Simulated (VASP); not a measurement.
Cd3S2: single point with PBE

The system is Cd3S2.

```
Cd S
1.0
     3.86186    2.22965    3.07665
    -3.86186    2.22965    3.07665
     0.00000   -4.45929    3.07665
Cd S
3 2
Cartesian
  -1.9309 1.1148 1.5383
  0.0000 -2.2296 1.5383
  1.9309 1.1148 1.5383
  0.0000 0.0000 7.5571
  0.0000 0.0000 1.6729
```

The cell was built from a structure type or drawn by symmetry, and may not be a known phase.

| Quantity | Value |
| --- | --- |
| Program | VASP 6.6.1 |
| Task | single point |
| Functional | PBE |
| Potentials or basis | VASP PAW PBE potentials, release 64 (Cd, S) |
| Cutoff | 500 eV |
| k mesh | 3 × 3 × 3 |
| Occupations | gaussian, width 0.1 eV |
| Spin | no spin polarisation |

```
Pressure               : 13.7 GPa
Largest force          : 1.024 eV/Å
Band gap on the k mesh : 0.08 eV (least direct gap 0.57 eV)
```

Forces on the atoms (eV/Å):
```
Cd   0.000  0.000  0.000
Cd   0.000  0.000  0.000
Cd   0.000  0.000  0.000
S    0.000  0.000 -1.024
S    0.000  0.000  1.024
```

Stress tensor (GPa, compression positive):
```
19.91  0.00  0.00
 0.00 19.91  0.00
 0.00  0.00  1.34
```

Levels at points of the mesh, in eV from the valence-band top:
```tsv
k point	band 20	band 21	band 22	band 23	band 24	band 25	band 26	band 27	band 28	band 29
(0.00, 0.00, 0.00)	-4.97	-4.97	-3.40	-3.02	-1.94	0.08	0.08	3.23	3.23	3.77
```

It took 16 s on 1 thread of Intel(R) Xeon(R) 6975P-C (Granite Rapids) (shared host), peak memory 0.24 GiB.

Caveat: the cell stands under pressure; an odd mesh through Γ misses points on the zone boundary, where band edges can lie; forces of over 1 eV/Å act on the atoms, so gaps and moduli don't describe the material at rest.
